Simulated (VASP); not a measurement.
Write the native input for VASP 6.6.1 that does the following.

| Item | Value |
| --- | --- |
| Task | relaxation of the atoms |
| Functional | PBE |
| Potentials or basis | VASP PAW PBE potentials, release 64 (Al) |
| Cutoff | 520 eV |
| k mesh | 11 × 11 × 1 |
| Occupations | fermi-dirac, width 0.1 eV |
| Spin | no spin polarisation |
| Dipole correction | yes |
| Further INCAR settings | ALGO = Normal; EDIFF = 1e-06; IBRION = 2; EDIFFG = -0.01; NSW = 32 |

The structure of Al lies in POSCAR:

```
Al
1.0
    3.2360515124      0.0000000000      0.0000000000
    0.0000000000      3.2360515124      0.0000000000
    0.0000000000      0.0000000000     19.2361000000
Al
3
Direct
    0.0000000000      0.0000000000      0.4166114019
    0.5000000000      0.5000000000      0.5000000010
    0.0000000000      0.0000000000      0.5833885971
```

The input as run:

INCAR

```
SYSTEM = Al
PREC = Accurate ; ENCUT = 520
EDIFF = 1E-6 ; ISMEAR = -1
SIGMA = 0.1 ; LREAL = .FALSE.
LASPH = .TRUE. ; NELM = 80
ALGO = Normal ; ISIF = 2
LWAVE = .FALSE. ; LCHARG = .FALSE.
LDIPOL = .TRUE. ; IDIPOL = 3
DIPOL = 0.5 0.5 0.500 ; GGA = PE
IBRION = 2 ; NSW = 32
EDIFFG = -0.01
```

KPOINTS

```
Automatic mesh
0
G
  11 11 1
  0 0 0
```

Potentials or basis: VASP PAW PBE potentials, release 64 (Al).

Launch:

```console
$ cat potpaw_PBE.64/Al/POTCAR > POTCAR
$ mpirun -np 1 vasp_std > vasp.out
```

Results of the run:

```json
{
  "Band gap on the k mesh": "zero (an odd number of electrons rules out a gap without spin polarisation)"
}
```

Caveat: the relaxation stopped at its first step, so nothing moved.

Wall time 43 s on 1 thread of Intel Xeon 8259CL (shared host), peak memory 0.27 GiB.
